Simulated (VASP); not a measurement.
LiF, 2 atoms in the cell. It takes space group Fm-3m (No. 225, cubic). The conventional cell has a = 3.839 Å, b = 3.839 Å, c = 3.839 Å, α = 90.00°, β = 90.00°, γ = 90.00°. Li (site symmetry m-3m) has 6 F at 1.92 Å within 2.5 Å. F (site symmetry m-3m) has 6 Li at 1.92 Å within 2.5 Å.  This cell differs from its parent crystal: strain -3.8%.

```yaml
Program: VASP 6.6.1
Task: single point
Functional: HSE06
Potentials_or_basis: VASP PAW PBE potentials, release 64 (Li_sv, F)
Cutoff: 520 eV
k_mesh: 8 × 8 × 8
Occupations: gaussian, width 0.01 eV
Spin: no spin polarisation
Dipole_correction: no
Grid_for_exact_exchange_PRECFOCK: Normal
Further_INCAR_settings: ALGO = Normal; EDIFF = 1e-06; NBANDS = 12
Share_of_exact_exchange: 0.25
Screening_parameter: 0.2079 1/Å
```

Potentials or basis: VASP PAW PBE potentials, release 64 (Li_sv, F).

The run is started by

```sh
$ cat potpaw_PBE.64/Li_sv/POTCAR potpaw_PBE.64/F/POTCAR > POTCAR
$ cp INCAR.step1 INCAR
$ mpirun -np 1 vasp_std > vasp.out
$ cp INCAR.step2 INCAR
$ mpirun -np 1 vasp_std > vasp.out
```

Hardware: 1 thread of Intel(R) Xeon(R) Platinum 8375C CPU @ 2.90GHz (Ice Lake), with other jobs on the host.

**Question.** Estimate the wall time of this run.

**Answer.** Wall time 11 min on 1 thread of Intel(R) Xeon(R) Platinum 8375C CPU @ 2.90GHz (Ice Lake), on a shared host, peak memory 0.23 GiB. Counts: k points 29.
